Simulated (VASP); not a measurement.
# PtS2 (P-3m1) in VASP: further runs

PtS2 is run at these levels: PBE; tasks: single point.

Program: VASP 6.6.1. These are calculated values, not measurements. Logs are shortened: lines on timing, memory, paths and dates and some standing lists are left out, and cuts for length are marked.

### 1 The cell of the first run

Symmetry: P-3m1, No. 164, trigonal system. Conventional cell: a = 3.783 Å, b = 3.783 Å, c = 6.273 Å, α = 90.00°, β = 90.00°, γ = 120.00°. Within 3.2 Å of Pt (site symmetry -3m) lie 6 S at 2.45 Å. Within 3.2 Å of S (site symmetry 3m) lie 3 Pt at 2.45 Å and 3 S at 3.12 Å.

### 2 Single point, PBE (volume 25.910 Å^3 an atom, c/a of the conventional cell 1.6584)

INCAR reads:

```
ALGO     = Normal         # electronic algorithm
EDIFF    = 1E-7           # SCF threshold, eV
ENCUT    = 520            # plane-wave cutoff, eV
GGA      = PE             # functional
ISIF     = 2              # what is computed and relaxed
ISMEAR   = 0              # smearing method
LASPH    = True           # aspherical terms in the spheres
LCHARG   = False          # write CHGCAR
LREAL    = False          # projectors in reciprocal space
LWAVE    = False          # write WAVECAR
NBANDS   = 18             # bands
NELM     = 60             # most SCF steps
PREC     = Accurate       # precision mode
SIGMA    = 0.05           # smearing width, eV
```

KPOINTS reads:

```
k-points
0
Gamma
  12 12 6
```

POSCAR reads:

```
PtS2
1.0
    3.7825927194      0.0000000000      0.0000000000
   -1.8912963597      3.2758213872      0.0000000000
    0.0000000000      0.0000000000      6.2730517659
Pt S
1 2
Direct
    0.0000000000      0.0000000000      0.0000000000
    0.3333333333      0.6666666667      0.1780608791
    0.6666666667      0.3333333333      0.8219391209
```

Potentials or basis: VASP PAW PBE potentials, release 64 (Pt, S).

Command:

```sh
cat potpaw_PBE.64/Pt/POTCAR potpaw_PBE.64/S/POTCAR > POTCAR
mpirun -np 1 vasp_std > vasp.out
```

OUTCAR:

```text
EDIFF = 1E-7
   ENCUT = 520
   GGA = PE
   ISIF = 2
   ISMEAR = 0
   LASPH = True
   LREAL = False
   NELM = 60
   PREC = Accurate

 ion  position               nearest neighbor table
   1  0.000  0.000  0.000-   2 2.45   3 2.45   3 2.45   2 2.45   3 2.45   2 2.45
   2  0.333  0.667  0.178-   1 2.45   1 2.45   1 2.45
   3  0.667  0.333  0.822-   1 2.45   1 2.45   1 2.45

  LATTYP: Found a hexagonal cell.
 ALAT       =     3.7825927194
 C/A-ratio  =     1.6584000000

  Lattice vectors:

 A1 = (   3.7825927194,   0.0000000000,   0.0000000000)
 A2 = (  -1.8912963597,   3.2758213872,   0.0000000000)
 A3 = (   0.0000000000,   0.0000000000,   6.2730517659)

Analysis of symmetry for initial positions (statically):
=====================================================================
 Subroutine PRICEL returns:
 Original cell was already a primitive cell.

 Routine SETGRP: Setting up the symmetry group for a
 hexagonal supercell.

 Subroutine GETGRP returns: Found 12 space group operations
 (whereof 12 operations were pure point group operations)
 out of a pool of 24 trial point group operations.

The static configuration has the point symmetry D_3d.

Analysis of symmetry for dynamics (positions and initial velocities):
=====================================================================
 Subroutine PRICEL returns:
 Original cell was already a primitive cell.

 Routine SETGRP: Setting up the symmetry group for a
 hexagonal supercell.

 Subroutine GETGRP returns: Found 12 space group operations
 (whereof 12 operations were pure point group operations)
 out of a pool of 24 trial point group operations.

The dynamic configuration has the point symmetry D_3d.

 Subroutine INISYM returns: Found 12 space group operations
 (whereof 12 operations are pure point group operations),
 and found     1 'primitive' translations

----------------------------------------------------------------------------------------

                                     Primitive cell

  volume of cell :      77.7300

  direct lattice vectors                    reciprocal lattice vectors
     3.782592719  0.000000000  0.000000000     0.264368933  0.152633474  0.000000000
    -1.891296360  3.275821387  0.000000000     0.000000000  0.305266949  0.000000000
     0.000000000  0.000000000  6.273051766     0.000000000  0.000000000  0.159412043

  length of vectors
     3.782592719  3.782592719  6.273051766     0.305266949  0.305266949  0.159412043

  position of ions in fractional coordinates (direct lattice)
     0.000000000  0.000000000  0.000000000
     0.333333333  0.666666667  0.178060879
     0.666666667  0.333333333  0.821939121

  ion indices of the primitive-cell ions
   primitive index   ion index
                 1           1
                 2           2
                 3           3

----------------------------------------------------------------------------------------

 KPOINTS: k-points

Automatic generation of k-mesh.
 Grid dimensions read from file:
 generate k-points for:   12   12    6

 Generating k-lattice:

  Cartesian coordinates                     Fractional coordinates (reciprocal lattice)
     0.022030744  0.012719456  0.000000000     0.083333333  0.000000000  0.000000000
     0.000000000  0.025438912  0.000000000     0.000000000  0.083333333  0.000000000
     0.000000000  0.000000000  0.026568674     0.000000000  0.000000000  0.166666667

  Length of vectors
     0.025438912  0.025438912  0.026568674

  Shift w.r.t. Gamma in fractional coordinates (k-lattice)
     0.000000000  0.000000000  0.000000000

 Subroutine IBZKPT returns following result:
 ===========================================

 Found    100 irreducible k-points:

 Following reciprocal coordinates:
            Coordinates               Weight
  0.000000  0.000000  0.000000      1.000000
  0.083333 -0.000000  0.000000      6.000000
  0.166667 -0.000000  0.000000      6.000000
  0.250000 -0.000000  0.000000      6.000000
  0.333333 -0.000000  0.000000      6.000000
  0.416667 -0.000000  0.000000      6.000000
[... 16 lines left out ...]
  0.166667 -0.000000  0.166667      6.000000
  0.000000  0.166667  0.166667      6.000000
 [... further k-points ...]
   k-points           NKPTS =    100   k-points in BZ     NKDIM =    100   number of bands    NBANDS=     18
   number of dos      NEDOS =    301   number of ions     NIONS =      3
   total plane-waves  NPLWV =  37632
   dimension x,y,z NGX =    28 NGY =   28 NGZ =   48
   dimension x,y,z NGXF=    56 NGYF=   56 NGZF=   96
   ions per type =               1   2
   NGX,Y,Z   is equivalent  to a cutoff of  12.31, 12.31, 12.72 a.u.
   NGXF,Y,Z  is equivalent  to a cutoff of  24.61, 24.61, 25.44 a.u.
 SYSTEM =  unknown system
   PREC   = accura    normal or accurate (medium, high low for compatibility)
   ISTART =      0    job   : 0-new  1-cont  2-samecut
   ICHARG =      2    charge: 1-file 2-atom 10-const
   ISPIN  =      1    spin polarized calculation?
   LNONCOLLINEAR =      F non collinear calculations
   LSORBIT =      F    spin-orbit coupling
   LASPH  =      T    aspherical Exc in radial PAW
   ENCUT  =  520.0 eV  38.22 Ry    6.18 a.u.   7.03  7.03 11.66*2*pi/ulx,y,z
   NELM   =     60;   NELMIN=  2; NELMDL= -5     # of ELM steps
   EDIFF  = 0.1E-06   stopping-criterion for ELM
   LREAL  =      F    real-space projection
   EDIFFG = 0.1E-05   stopping-criterion for IOM
   NSW    =      0    number of steps for IOM
   IBRION =     -1    ionic relax: 0-MD 1-quasi-New 2-CG
   NFREE  =      0    steps in history (QN), initial steepest desc. (CG)
   ISIF   =      2    stress and relaxation
   ISYM   =      2    0-nonsym 1-usesym 2-fastsym
   POTIM  = 0.5000    time-step for ionic-motion
   TEBEG  =    0.0;   TEEND  =   0.0 temperature during run
   PSTRESS=    0.0 pullay stress
   NELECT =      22.0000    total number of electrons
   NUPDOWN=      -1.0000    fix difference up-down
   EMIN   =  10.00;   EMAX   =-10.00  energy-range for DOS
   EFERMI =   0.00;   METHOD = LEGACY
   ISMEAR =     0;   SIGMA  =   0.05  broadening in eV -4-tet -1-fermi 0-gaus
   EFERMI_NEDOS =   21; number of points for ismear=-14 and -15
   IALGO  =     38    algorithm
   IMIX   =      4    mixing-type and parameters
     AMIX     =   0.40;   BMIX     =  1.00
     AMIX_MAG =   1.60;   BMIX_MAG =  1.00
  volume/ion in A,a.u.               =      25.91       174.85
  Fermi-wavevector in a.u.,A,eV,Ry     =   1.074862  2.031195 15.719205  1.155329
  Thomas-Fermi vector in A             =   2.210703
   LORBIT       =      0    0 simple, 1 ext, 2 COOP (PROOUT), +10 PAW based schemes
   GGA     = PE    functional components
   LHFCALC =     F    Hartree Fock is set to
   AEXX    =    0.0000 exact exchange contribution
   IVDW    =     0    specifies the selected vdW correction
   LEPSILON=     F    determine dielectric tensor
   LRPA    =     F    only Hartree local field effects (RPA)
 non-spin polarized calculation
 Gauss-broadening in eV      SIGMA  =   0.05
  energy-cutoff  :      520.00
  volume of cell :       77.73
 maximum number of plane-waves:      2118
   NGX = 15   NGY = 15   NGZ = 23

 number of electron      22.0000000 magnetization

 Free energy of the ion-electron system (eV)
  ---------------------------------------------------
  ext. energy  EPLUGINS =         0.00000000
  ---------------------------------------------------
  free energy    TOTEN  =       -15.22390308 eV

  energy without entropy =      -15.22390308  energy(sigma->0) =      -15.22390308

 E-fermi :   2.8165     XC(G=0):  -8.5333

 val. band max:        2.5723784265   @ k =   0.1667   0.0833   0.0000
 cond. band min:       3.6399961406   @ k =   0.0000   0.2500   0.3333
 fundamental gap:      1.0676177141
 Fermi energy:         2.8164800341

 k-point     1 :       0.0000    0.0000    0.0000
  band No.  band energies     occupation
      1     -11.4332      2.00000
      2      -9.0515      2.00000
      3      -3.1902      2.00000
      4      -3.1902      2.00000
      5      -2.3259      2.00000
      6      -0.3674      2.00000
[... 10 lines left out ...]
     17      10.4697      0.00000
     18      11.1187      0.00000

 k-point     2 :       0.0833   -0.0000    0.0000
  band No.  band energies     occupation
      1     -11.3612      2.00000
      2      -9.0880      2.00000
      3      -3.1370      2.00000
      4      -3.1359      2.00000
      5      -2.2692      2.00000
      6      -0.4879      2.00000
[... 10 lines left out ...]
     17      10.7335      0.00000
     18      11.6147      0.00000

 k-point     3 :       0.1667   -0.0000    0.0000
  band No.  band energies     occupation
      1     -11.1539      2.00000
      2      -9.1873      2.00000
      3      -2.9871      2.00000
      4      -2.9828      2.00000
      5      -2.1266      2.00000
      6      -0.8620      2.00000
[... 10 lines left out ...]
     17      11.4042      0.00000
     18      12.1494      0.00000

 k-point     4 :       0.2500   -0.0000    0.0000
  band No.  band energies     occupation
      1     -10.8386      2.00000
      2      -9.3245      2.00000
      3      -2.8097      2.00000
      4      -2.7642      2.00000
      5      -2.0631      2.00000
      6      -1.2449      2.00000
[... 10 lines left out ...]
     17      11.9976      0.00000
     18      12.1062      0.00000

 k-point     5 :       0.3333   -0.0000    0.0000
  band No.  band energies     occupation
      1     -10.4666      2.00000
      2      -9.4746      2.00000
      3      -2.9780      2.00000
      4      -2.5443      2.00000
      5      -2.0242      2.00000
      6      -1.1403      2.00000
[... 10 lines left out ...]
     17      11.7504      0.00000
     18      12.1957      0.00000

 k-point     6 :       0.4167   -0.0000    0.0000
  band No.  band energies     occupation
      1     -10.1114      2.00000
      2      -9.6306      2.00000
      3      -3.4177      2.00000
      4      -2.3985      2.00000
      5      -1.6357      2.00000
      6      -0.9597      2.00000
[... 10 lines left out ...]
     17      11.7871      0.00000
     18      11.9966      0.00000

 k-point     7 :       0.5000   -0.0000    0.0000
  band No.  band energies     occupation
      1      -9.8755      2.00000
      2      -9.7836      2.00000
      3      -3.6082      2.00000
      4      -2.3524      2.00000
      5      -1.2566      2.00000
      6      -1.0769      2.00000
[... 10 lines left out ...]
     17      11.7917      0.00000
     18      11.9078      0.00000

 k-point     8 :       0.0833    0.0833    0.0000
  band No.  band energies     occupation
      1     -11.2215      2.00000
      2      -9.1558      2.00000
      3      -3.0336      2.00000
      4      -3.0330      2.00000
      5      -2.1685      2.00000
      6      -0.6554      2.00000
[... 10 lines left out ...]
     17      11.2800      0.00000
     18      12.0245      0.00000
[... 229 lines left out ...]
     17      11.5108      0.00000
     18      12.1907      0.00000

 k-point    20 :       0.0000    0.0000    0.1667
  band No.  band energies     occupation
      1     -11.4279      2.00000
      2      -9.0657      2.00000
      3      -3.1899      2.00000
      4      -3.1899      2.00000
      5      -2.2721      2.00000
      6      -0.3677      2.00000
[... 10 lines left out ...]
     17      10.4528      0.00000
     18      10.7744      0.00000

 k-point    21 :       0.0833   -0.0000    0.1667
  band No.  band energies     occupation
      1     -11.3559      2.00000
      2      -9.1015      2.00000
      3      -3.1400      2.00000
      4      -3.1351      2.00000
      5      -2.2167      2.00000
      6      -0.4882      2.00000
[... 10 lines left out ...]
     17      10.6939      0.00000
     18      11.3080      0.00000

 k-point    22 :       0.0000    0.0833    0.1667
  band No.  band energies     occupation
      1     -11.3559      2.00000
      2      -9.1013      2.00000
      3      -3.1403      2.00000
      4      -3.1361      2.00000
      5      -2.2165      2.00000
      6      -0.4889      2.00000
[... 10 lines left out ...]
     17      10.7419      0.00000
     18      11.1827      0.00000

 k-point    23 :       0.1667   -0.0000    0.1667
  band No.  band energies     occupation
      1     -11.1484      2.00000
      2      -9.1991      2.00000
      3      -2.9945      2.00000
      4      -2.9816      2.00000
      5      -2.0829      2.00000
      6      -0.8577      2.00000
[... 10 lines left out ...]
     17      11.3448      0.00000
     18      11.8813      0.00000

 k-point    24 :       0.0000    0.1667    0.1667
  band No.  band energies     occupation
      1     -11.1489      2.00000
      2      -9.1978      2.00000
      3      -3.0025      2.00000
      4      -2.9836      2.00000
      5      -2.0787      2.00000
      6      -0.8620      2.00000
[... 10 lines left out ...]
     17      11.4446      0.00000
     18      11.5313      0.00000

 [... further k-points ...]
[... 5 lines left out ...]
  --------------------------------------------------------------------------------------
  -------------------------------------------------------------------------------------
  Total       -4.2324595     -4.2324595     -0.1217154      0.0000000      0.0000000     -0.0000000
  in kB      -87.2398137    -87.2398138     -2.5088088      0.0000000      0.0000000     -0.0000000
  external PRESSURE =     -58.9961454 kB  Pullay stress =       0.0000000 kB

 VOLUME and BASIS-vectors are now :
 -----------------------------------------------------------------------------
  energy-cutoff  :      520.00
  volume of cell :       77.73
      direct lattice vectors                 reciprocal lattice vectors
     3.782592719  0.000000000  0.000000000     0.264368933  0.152633474  0.000000000
    -1.891296360  3.275821387  0.000000000     0.000000000  0.305266949  0.000000000
     0.000000000  0.000000000  6.273051766     0.000000000  0.000000000  0.159412043

 POSITION                                       TOTAL-FORCE (eV/Angst)
 -----------------------------------------------------------------------------------
      0.00000      0.00000      0.00000        -0.000000      0.000000      0.000000
     -0.00000      2.18388      1.11699        -0.000000     -0.000000     -0.025999
      1.89130      1.09194      5.15607         0.000000      0.000000      0.025999
 -----------------------------------------------------------------------------------
    total drift:                               -0.000000      0.000000      0.000000

  FREE ENERGIE OF THE ION-ELECTRON SYSTEM (eV)
  ---------------------------------------------------
  free  energy   TOTEN  =       -15.2239030768 eV

  energy  without entropy=      -15.2239030768  energy(sigma->0) =      -15.22390308
```

Run time: 90 s. Hardware: 1 thread of Intel Xeon Platinum 8488C (Sapphire Rapids), shared host; peak memory 0.27 GiB.

What came out:

```yaml
Free_energy: -15.2239 eV
Pressure: -5.9 GPa
Largest_force: 0.026 eV/Å
Band_gap_on_the_k_mesh: 1.07 eV, indirect (least direct gap 1.12 eV)
```

Forces on the atoms (eV/Å):
```
Pt   0.000  0.000  0.000
S    0.000  0.000 -0.026
S    0.000  0.000  0.026
```

Caveat: spin-orbit coupling is left out, which moves the levels of the heavy elements; this functional lacks dispersion, which binds the layers, so the pressure and a relaxed spacing across them are unreliable.

### 3 Single point, PBE (volume 27.829 Å^3 an atom, c/a of the conventional cell 1.5142)

INCAR reads:

```
PREC = Accurate
ENCUT = 520
EDIFF = 1E-6
ISMEAR = 0
SIGMA = 0.05
LREAL = F
LASPH = T
NELM = 100
ALGO = Normal
ISIF = 2
LWAVE = F
LCHARG = F
GGA = PE
NBANDS = 18
```

KPOINTS reads:

```
regular mesh
0
Gamma
  12 12 6
```

POSCAR reads:

```
PtS2
1.0
    3.9930216107      0.0000000000      0.0000000000
   -1.9965108054      3.4580581527      0.0000000000
    0.0000000000      0.0000000000      6.0462333230
Pt S
1 2
Direct
    0.0000000000      0.0000000000      0.0000000000
    0.3333333333      0.6666666667      0.1654728612
    0.6666666667      0.3333333333      0.8345271388
```

Potentials or basis: VASP PAW PBE potentials, release 64 (Pt, S).

Command:

```sh
cat potpaw_PBE.64/Pt/POTCAR potpaw_PBE.64/S/POTCAR > POTCAR
mpirun -np 1 vasp_std > vasp.out
```

Run time: 99 s. Hardware: 1 thread of Intel Xeon Platinum 8488C (Sapphire Rapids), shared host; peak memory 0.29 GiB.

The run converged. Its results:

| Item | Value |
| --- | --- |
| Free energy | -14.5984 eV |
| Pressure | -9.4 GPa |
| Largest force | 0.017 eV/Å |
| Band gap on the k mesh | 0.63 eV, indirect (least direct gap 0.72 eV) |

Forces in eV/Å, atoms in the order of the input:
```
Pt   0.000  0.000  0.000
S    0.000  0.000 -0.017
S    0.000  0.000  0.017
```

Stress tensor (GPa, compression positive):
```
-14.03   0.00   0.00
  0.00 -14.03   0.00
  0.00   0.00  -0.24
```

Levels at points of the mesh, in eV from the valence-band top:
| k point | band 9 | band 10 | band 11 | band 12 | band 13 | band 14 |
| --- | --- | --- | --- | --- | --- | --- |
| (0.00, 0.00, 0.00) | -1.13 | -0.88 | -0.71 | 2.02 | 2.02 | 3.82 |
| (0.50, 0.00, 0.00) | -2.54 | -1.73 | -1.10 | 1.14 | 2.16 | 4.86 |
| (0.00, 0.00, 0.50) | -1.14 | -1.14 | -0.78 | 2.06 | 2.06 | 4.69 |
| (0.50, 0.00, 0.50) | -2.50 | -1.76 | -0.83 | 1.12 | 2.09 | 4.94 |

Caveat: spin-orbit coupling is left out, which moves the levels of the heavy elements; this functional lacks dispersion, which binds the layers, so the pressure and a relaxed spacing across them are unreliable. A k mesh can miss the band edges.

### 4 Single point, PBE (volume 27.829 Å^3 an atom, c/a of the conventional cell 1.8164)

INCAR reads:

```
PREC = Accurate ; ENCUT = 520
EDIFF = 1E-6 ; ISMEAR = 0
SIGMA = 0.05 ; LREAL = F
LASPH = T ; NELM = 100
ALGO = Normal ; ISIF = 2
LWAVE = F ; LCHARG = F
GGA = PE ; NBANDS = 18
```

KPOINTS reads:

```
Automatic mesh
0
Gamma
  12 12 6
```

POSCAR reads:

```
PtS2
1.0
    3.7579961843      0.0000000000      0.0000000000
   -1.8789980921      3.2545201629      0.0000000000
    0.0000000000      0.0000000000      6.8261457066
Pt S
1 2
Direct
    0.0000000000      0.0000000000      0.0000000000
    0.3333333333      0.6666666667      0.1655470817
    0.6666666667      0.3333333333      0.8344529183
```

Command:

```sh
cat potpaw_PBE.64/Pt/POTCAR potpaw_PBE.64/S/POTCAR > POTCAR
mpirun -np 1 vasp_std > vasp.out
```

It took 90 s on 1 thread of Intel Xeon Platinum 8488C (Sapphire Rapids), shared host; peak memory 0.28 GiB.

Results (log left out):

```yaml
Free_energy: -15.2721 eV
Pressure: -5.0 GPa
Largest_force: 0.027 eV/Å
Band_gap_on_the_k_mesh: 1.23 eV, indirect (least direct gap 1.28 eV)
```

Forces in eV/Å, atoms in the order of the input:
```
Pt   0.000  0.000  0.000
S    0.000  0.000 -0.027
S    0.000  0.000  0.027
```

Stress tensor (GPa, compression positive):
```
-7.31  0.00  0.00
 0.00 -7.31  0.00
 0.00  0.00 -0.24
```

Levels at points of the mesh, in eV from the valence-band top:
```tsv
k point	band 7	band 8	band 9	band 10	band 11	band 12	band 13	band 14	band 15	band 16
(0.00, 0.00, 0.00)	-2.87	-0.83	-0.72	-0.72	-0.52	2.71	2.71	4.69	5.75	8.05
(0.50, 0.00, 0.00)	-2.57	-2.47	-2.41	-1.73	-1.28	2.03	2.60	5.30	6.73	8.47
(0.00, 0.00, 0.50)	-2.87	-0.88	-0.73	-0.72	-0.72	2.72	2.72	5.68	5.83	6.56
(0.50, 0.00, 0.50)	-2.56	-2.47	-2.40	-1.76	-1.15	2.05	2.57	5.27	6.52	8.23
```

Caveat: spin-orbit coupling is left out, which moves the levels of the heavy elements; this functional lacks dispersion, which binds the layers, so the pressure and a relaxed spacing across them are unreliable.

(Continued in part 2 of 2.)
